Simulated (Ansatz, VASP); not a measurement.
## P: VASP beside Ansatz

```xyz
4
Lattice="1.6477 -5.4650 0.0000 1.6477 5.4650 0.0000 0.0000 0.0000 4.5436" Properties=species:S:1:pos:R:3 pbc="T T T"
P     1.6477   -4.4173    2.6754
P     1.6477    4.4173    1.8683
P     1.6477   -1.0477    0.4035
P     1.6477    1.0477    4.1401
```

Alike in both runs: functional LDA; k mesh 5 × 5 × 4; occupations fermi-dirac, width 0.05 eV; no spin polarisation.

|  | VASP | Ansatz |
| --- | --- | --- |
| version | VASP 6.6.1 | Ansatz 0.2.0 |
| potentials or method | VASP PAW LDA potentials, release 64 (P) | Ansatz PAW |
| plane-wave cutoff (eV) | 520 | 420 |
| valence electrons in the cell | 20 | 20 |
| task | single point | projected density of states |

|  | VASP | Ansatz | Ansatz less VASP |
| --- | --- | --- | --- |
| gap on the k mesh at the Fermi level (eV) | 0.35 | 0.34 | -0.009 |
| least direct gap on the mesh (eV) | 0.35 | 0.34 | -0.009 |
| pressure (GPa) | -2.3 | -2.0 | +0.27 |
| traceless stress, the component that is largest in VASP (GPa) | -0.25 | -0.23 | +0.025 |
| rms of the force components (eV/Å) | 0.093 | 0.113 | +0.0197 |

LDA's correlation is that of Perdew and Zunger in VASP and of Perdew and Wang (1992) in Ansatz. Atom by atom the forces differ by 0.025 eV/Å (rms over components).

Noted on Ansatz's run: odd divisions of the mesh miss points on the zone boundary, where band edges often lie, so the gap on the mesh can be too wide.
